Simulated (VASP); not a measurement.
# AlN (P1) in VASP: a series of runs

Runs on AlN. Level: r2SCAN. Tasks: single point.

All numbers are computed with VASP 6.6.1; they aren't measurements. Logs are shortened: lines on timing, memory, paths and dates and some standing lists are left out, and cuts for length are marked.

### Step 1. The cell of the first run

The typed cell holds 4 atoms: a = 2.927 Å, b = 2.996 Å, c = 4.941 Å, α = 86.53°, β = 90.73°, γ = 114.24°.

### Step 2. Single point, r2SCAN (atoms moved at random and the cell strained at random)

POSCAR reads:

```
AlN
1.0
    2.9240545432      0.1300038728     -0.0212507420
   -1.3494406152      2.6730415931      0.0912414119
   -0.0340038960      0.1489516831      4.9381762881
Al N
2 2
Direct
    0.3129324956      0.6698744929     -0.0265488134
    0.6348185632      0.3076810026      0.4941783499
    0.4038718974      0.7419800553      0.4032438133
    0.6483770438      0.2804644492      0.8991266502
```

INCAR.step1 reads:

```
SYSTEM = AlN
ALGO = Normal ; EDIFF = 1E-4
ENCUT = 520 ; GGA = PE
ISMEAR = 0 ; LASPH = .TRUE.
LCHARG = .FALSE. ; LREAL = .FALSE.
LWAVE = .TRUE. ; NBANDS = 16
NELM = 80 ; PREC = Accurate
SIGMA = 0.05
```

INCAR.step2 reads:

```
SYSTEM = AlN
ALGO = Normal ; EDIFF = 1E-6
ENCUT = 520 ; ISIF = 2
ISMEAR = 0 ; ISTART = 1
LASPH = .TRUE. ; LCHARG = .FALSE.
LMIXTAU = .TRUE. ; LREAL = .FALSE.
LWAVE = .FALSE. ; METAGGA = R2SCAN
NBANDS = 16 ; NELM = 80
PREC = Accurate ; SIGMA = 0.05
```

KPOINTS reads:

```
k-points
0
G
  12 12 6
  0 0 0
```

Potentials or basis: VASP PAW PBE potentials, release 64 (Al, N).

The run is started by

```sh
$ cat potpaw_PBE.64/Al/POTCAR potpaw_PBE.64/N/POTCAR > POTCAR
$ cp INCAR.step1 INCAR
$ mpirun -np 1 vasp_std > vasp.out
$ cp INCAR.step2 INCAR
$ mpirun -np 1 vasp_std > vasp.out
```

OUTCAR:

```text
SYSTEM = AlN
   EDIFF = 1E-6
   ENCUT = 520
   ISIF = 2
   ISMEAR = 0
   ISTART = 1
   LASPH = .TRUE.
   LREAL = .FALSE.
   METAGGA = R2SCAN
   NELM = 80
   PREC = Accurate

 ion  position               nearest neighbor table
   1  0.313  0.670  0.973-   4 1.70   4 1.86   4 1.86   3 2.15   2 2.86   2 2.98   2 3.02   2 3.02
                             2 3.12   2 3.20
   2  0.635  0.308  0.494-   3 1.64   3 1.73   4 2.00   3 2.12   1 2.86   1 2.98   1 3.02   1 3.02
                             1 3.12   1 3.20
   3  0.404  0.742  0.403-   2 1.64   2 1.73   2 2.12   1 2.15
   4  0.648  0.280  0.899-   1 1.70   1 1.86   1 1.86   2 2.00

  LATTYP: Found a triclinic cell.
 ALAT       =     2.9957413653
 B/A-ratio  =     0.9770603994
 C/A-ratio  =     1.6491875070
 COS(alpha) =     0.0127933140
 COS(beta)  =     0.0604440228
 COS(gamma) =     0.4105869733

  Lattice vectors:

 A1 = (  -1.3494406152,   2.6730415931,   0.0912414119)
 A2 = (  -2.9240545432,  -0.1300038728,   0.0212507420)
 A3 = (  -0.0340038960,   0.1489516831,   4.9381762881)

Analysis of symmetry for initial positions (statically):
=====================================================================
 Subroutine PRICEL returns:
 Original cell was already a primitive cell.

 Routine SETGRP: Setting up the symmetry group for a
 triclinic supercell.

 Subroutine GETGRP returns: Found  1 space group operations
 (whereof  1 operations were pure point group operations)
 out of a pool of  2 trial point group operations.

The static configuration has the point symmetry C_1 .

Analysis of symmetry for dynamics (positions and initial velocities):
=====================================================================
 Subroutine PRICEL returns:
 Original cell was already a primitive cell.

 Routine SETGRP: Setting up the symmetry group for a
 triclinic supercell.

 Subroutine GETGRP returns: Found  1 space group operations
 (whereof  1 operations were pure point group operations)
 out of a pool of  2 trial point group operations.

The dynamic configuration has the point symmetry C_1 .

 Subroutine INISYM returns: Found  1 space group operations
 (whereof  1 operations are pure point group operations),
 and found     1 'primitive' translations

[... 92 lines left out ...]
   ISPIN  =      1    spin polarized calculation?
   LNONCOLLINEAR =      F non collinear calculations
   LSORBIT =      F    spin-orbit coupling
   LASPH  =      T    aspherical Exc in radial PAW
   ENCUT  =  520.0 eV  38.22 Ry    6.18 a.u.   5.44  5.57  9.19*2*pi/ulx,y,z
   NELM   =     80;   NELMIN=  2; NELMDL=  0     # of ELM steps
   EDIFF  = 0.1E-05   stopping-criterion for ELM
   LREAL  =      F    real-space projection
   EDIFFG = 0.1E-04   stopping-criterion for IOM
   NSW    =      0    number of steps for IOM
   IBRION =     -1    ionic relax: 0-MD 1-quasi-New 2-CG
   NFREE  =      0    steps in history (QN), initial steepest desc. (CG)
   ISIF   =      2    stress and relaxation
   ISYM   =      2    0-nonsym 1-usesym 2-fastsym
   POTIM  = 0.5000    time-step for ionic-motion
   TEBEG  =    0.0;   TEEND  =   0.0 temperature during run
   PSTRESS=    0.0 pullay stress
   NELECT =      16.0000    total number of electrons
   NUPDOWN=      -1.0000    fix difference up-down
   EMIN   =  10.00;   EMAX   =-10.00  energy-range for DOS
   EFERMI =   0.00;   METHOD = LEGACY
   ISMEAR =     0;   SIGMA  =   0.05  broadening in eV -4-tet -1-fermi 0-gaus
   EFERMI_NEDOS =   21; number of points for ismear=-14 and -15
   IALGO  =     38    algorithm
   IMIX   =      4    mixing-type and parameters
     AMIX     =   0.40;   BMIX     =  1.00
     AMIX_MAG =   1.60;   BMIX_MAG =  1.00
  volume/ion in A,a.u.               =       9.86        66.51
  Fermi-wavevector in a.u.,A,eV,Ry     =   1.212051  2.290445 19.987888  1.469068
  Thomas-Fermi vector in A             =   2.347548
   LORBIT       =      0    0 simple, 1 ext, 2 COOP (PROOUT), +10 PAW based schemes
   METAGGA = R2SCAN    functional components
   LHFCALC =     F    Hartree Fock is set to
   AEXX    =    0.0000 exact exchange contribution
   IVDW    =     0    specifies the selected vdW correction
   LEPSILON=     F    determine dielectric tensor
   LRPA    =     F    only Hartree local field effects (RPA)
 non-spin polarized calculation
 Gauss-broadening in eV      SIGMA  =   0.05
  energy-cutoff  :      520.00
  volume of cell :       39.43
 maximum number of plane-waves:      1081
 NGX is ok and might be reduce to    24
   NGX = 11   NGY = 11   NGZ = 19

 number of electron      16.0000000 magnetization

 Free energy of the ion-electron system (eV)
  ---------------------------------------------------
  ext. energy  EPLUGINS =         0.00000000
  ---------------------------------------------------
  free energy    TOTEN  =       -36.55089613 eV

  energy without entropy =      -36.55089613  energy(sigma->0) =      -36.55089613

 E-fermi :   7.4001     XC(G=0): -11.6686

 val. band max:        7.1370928779   @ k =   0.0000   0.0000   0.0000
 cond. band min:      11.4363763897   @ k =   0.0000   0.0000   0.0000
 fundamental gap:      4.2992835118
 Fermi energy:         7.4000970899

 k-point     1 :       0.0000    0.0000    0.0000
  band No.  band energies     occupation
      1      -9.9244      2.00000
      2      -7.6393      2.00000
      3       0.2660      2.00000
      4       4.5023      2.00000
      5       5.3869      2.00000
      6       6.1106      2.00000
[... 433 lines left out ...]
      3       0.9050      2.00000
      4       2.4870      2.00000
      5       2.8524      2.00000
      6       3.5340      2.00000
[... 8 lines left out ...]
     15      21.0209      0.00000
     16      23.5738      0.00000

 [... further k-points ...]
[... 5 lines left out ...]
  --------------------------------------------------------------------------------------
  -------------------------------------------------------------------------------------
  Total        5.7270653     12.5154206     -0.1580915     -4.5214229     -1.4109136      0.5171754
  in kB      232.7347426    508.5978659     -6.4244745   -183.7402145    -57.3362773     21.0168176
  external PRESSURE =     244.9693780 kB  Pullay stress =       0.0000000 kB

 VOLUME and BASIS-vectors are now :
 -----------------------------------------------------------------------------
  energy-cutoff  :      520.00
  volume of cell :       39.43
      direct lattice vectors                 reciprocal lattice vectors
     2.924054543  0.130003873 -0.021250742     0.334459421  0.168941607 -0.002792775
    -1.349440615  2.673041593  0.091241412    -0.016363547  0.366225709 -0.011159253
    -0.034003896  0.148951683  4.938176288     0.001741644 -0.006039642  0.202698077

 POSITION                                       TOTAL-FORCE (eV/Angst)
 -----------------------------------------------------------------------------------
     -0.02203      1.97628      4.86154         0.240664     -2.846254      2.360917
      1.42424      0.97858      2.45492         2.342888      4.822247      2.157220
      0.16597      2.09591      2.05041        -2.723980     -5.529371     -2.804686
      1.48685      0.96791      4.45186         0.140429      3.553378     -1.713452
 -----------------------------------------------------------------------------------
    total drift:                                0.000297      0.000344     -0.001110

  FREE ENERGIE OF THE ION-ELECTRON SYSTEM (eV)
  ---------------------------------------------------
  free  energy   TOTEN  =       -36.5508961340 eV

  energy  without entropy=      -36.5508961340  energy(sigma->0) =      -36.55089613
```

OUTCAR.step1:

```text
SYSTEM = AlN
   EDIFF = 1E-4
   ENCUT = 520
   GGA = PE
   ISMEAR = 0
   LASPH = .TRUE.
   LREAL = .FALSE.
   NELM = 80
[... 690 lines left out ...]
      1.42424      0.97858      2.45492         2.314342      4.708084      2.103334
      0.16597      2.09591      2.05041        -2.660250     -5.342419     -2.781325
      1.48685      0.96791      4.45186         0.182839      3.434637     -1.605903
 -----------------------------------------------------------------------------------
    total drift:                                0.003221     -0.000166      0.005345

  FREE ENERGIE OF THE ION-ELECTRON SYSTEM (eV)
  ---------------------------------------------------
  free  energy   TOTEN  =       -27.8721065189 eV

  energy  without entropy=      -27.8721065189  energy(sigma->0) =      -27.87210652
```

OSZICAR.step1:

```text
N       E                     dE             d eps       ncg     rms          rms(c)
DAV:   1     0.426786968457E+02    0.42679E+02   -0.74165E+03 13976   0.901E+02
DAV:   2    -0.301494480432E+02   -0.72828E+02   -0.67096E+02 19136   0.192E+02
DAV:   3    -0.334580281766E+02   -0.33086E+01   -0.33009E+01 17584   0.427E+01
DAV:   4    -0.334771611903E+02   -0.19133E-01   -0.19132E-01 17992   0.363E+00
DAV:   5    -0.334774108936E+02   -0.24970E-03   -0.24970E-03 18184   0.417E-01    0.133E+01
DAV:   6    -0.279098004313E+02    0.55676E+01   -0.11865E+01 17872   0.254E+01    0.462E+00
DAV:   7    -0.278955752395E+02    0.14225E-01   -0.79149E-01 16240   0.634E+00    0.313E+00
DAV:   8    -0.278745799209E+02    0.20995E-01   -0.62933E-02 18896   0.220E+00    0.398E-01
DAV:   9    -0.278716833035E+02    0.28966E-02   -0.10657E-02 19176   0.771E-01    0.232E-01
DAV:  10    -0.278720996659E+02   -0.41636E-03   -0.14548E-03 16696   0.275E-01    0.849E-02
DAV:  11    -0.278721065189E+02   -0.68530E-05   -0.15201E-04 12112   0.115E-01
   1 F= -.27872107E+02 E0= -.27872107E+02  d E =-.487033E-11
```

Run time: 21 min. Hardware: 1 thread of Oxide Virtual Turin-like, shared host; peak memory 0.3 GiB.

Results:

```yaml
Free_energy: -36.5509 eV
Pressure: 24.5 GPa
Largest_force: 6.772 eV/Å
Band_gap_on_the_k_mesh: 4.30 eV, direct
```

Forces on the atoms (eV/Å):
```
Al   0.241 -2.846  2.361
Al   2.343  4.822  2.157
N   -2.724 -5.529 -2.805
N    0.140  3.553 -1.713
```

Caveat: the cell differs from its parent crystal (atoms moved at random and the cell strained at random); the PAW data sets were made with another functional, which shifts forces and pressure a little. A k mesh can miss the band edges.

### Step 3. Single point, r2SCAN (atoms moved at random and the cell strained at random)

POSCAR reads:

```
AlN
1.0
    3.1077821900      0.0378910296      0.0109815691
   -1.5210765007      2.6732352869     -0.0024300343
    0.0175719103      0.0056552504      4.9229197290
Al N
2 2
Direct
    0.3766353217      0.6936634721      0.0060680606
    0.6751581708      0.3546157687      0.4832379847
    0.3362422963      0.6315820527      0.3783223300
    0.6119642112      0.3201387064      0.9023716247
```

INCAR.step1 reads:

```
SYSTEM = AlN
PREC     = Accurate       ! precision mode
ENCUT    = 520            ! plane-wave cutoff, eV
ISMEAR   = 0              ! smearing method
SIGMA    = 0.05           ! smearing width, eV
LREAL    = .False.        ! projectors in reciprocal space
LASPH    = .True.         ! aspherical terms in the spheres
NELM     = 60             ! most SCF steps
NBANDS   = 16             ! bands
GGA      = PE             ! functional
ALGO     = Normal         ! electronic algorithm
EDIFF    = 1E-4           ! SCF threshold, eV
LWAVE    = .True.         ! write WAVECAR
LCHARG   = .False.        ! write CHGCAR
```

INCAR.step2 reads:

```
SYSTEM = AlN
PREC     = Accurate       ! precision mode
ENCUT    = 520            ! plane-wave cutoff, eV
EDIFF    = 1E-7           ! SCF threshold, eV
ISMEAR   = 0              ! smearing method
SIGMA    = 0.05           ! smearing width, eV
LREAL    = .False.        ! projectors in reciprocal space
LASPH    = .True.         ! aspherical terms in the spheres
NELM     = 60             ! most SCF steps
ALGO     = Normal         ! electronic algorithm
ISIF     = 2              ! what is computed and relaxed
LWAVE    = .False.        ! write WAVECAR
LCHARG   = .False.        ! write CHGCAR
METAGGA  = R2SCAN         ! meta-GGA
LMIXTAU  = .True.       
NBANDS   = 16             ! bands
ISTART   = 1
```

KPOINTS reads:

```
Automatic mesh
0
Gamma
  12 12 6
  0 0 0
```

Potentials or basis: VASP PAW PBE potentials, release 64 (Al, N).

The run is started by

```sh
$ cat potpaw_PBE.64/Al/POTCAR potpaw_PBE.64/N/POTCAR > POTCAR
$ cp INCAR.step1 INCAR
$ mpirun -np 1 vasp_std > vasp.out
$ cp INCAR.step2 INCAR
$ mpirun -np 1 vasp_std > vasp.out
```

Wall time 26 min (1 thread of Oxide Virtual Turin-like, shared host); peak memory 0.32 GiB.

Results (log left out):

- Free energy: -37.4131 eV
- Pressure: 11.6 GPa
- Largest force: 4.575 eV/Å
- Band gap on the k mesh: 4.44 eV, direct

Forces on the atoms (eV/Å):
```
Al  -3.238 -0.531 -0.007
Al   1.994 -2.273  2.179
N   -2.433  2.436  0.525
N    3.677  0.368 -2.698
```

Stress tensor (GPa, compression positive):
```
 18.75 -20.66  -0.78
-20.66  11.06  -1.90
 -0.78  -1.90   5.01
```

Levels at points of the mesh, in eV from the valence-band top:
```csv
k point,band 6,band 7,band 8,band 9,band 10,band 11
"(0.00, 0.00, 0.00)",-0.89,-0.34,0.00,4.44,7.13,10.83
"(0.50, 0.00, 0.00)",-2.74,-1.64,-1.30,5.65,6.65,8.40
"(0.00, 0.50, 0.00)",-2.87,-1.79,-1.00,6.01,6.35,8.34
"(0.50, 0.50, 0.00)",-2.64,-2.52,-0.90,5.61,6.93,8.72
"(0.00, 0.00, 0.50)",-1.35,-1.07,-0.24,6.61,6.92,10.07
"(0.50, 0.00, 0.50)",-2.22,-1.84,-1.63,5.86,6.33,9.35
"(0.00, 0.50, 0.50)",-2.03,-1.47,-1.28,5.62,5.94,9.42
"(0.50, 0.50, 0.50)",-1.86,-1.33,-1.15,5.16,5.39,9.32
```

Caveat: the cell differs from its parent crystal (atoms moved at random and the cell strained at random); the PAW data sets were made with another functional, which shifts forces and pressure a little. A k mesh can miss the band edges.
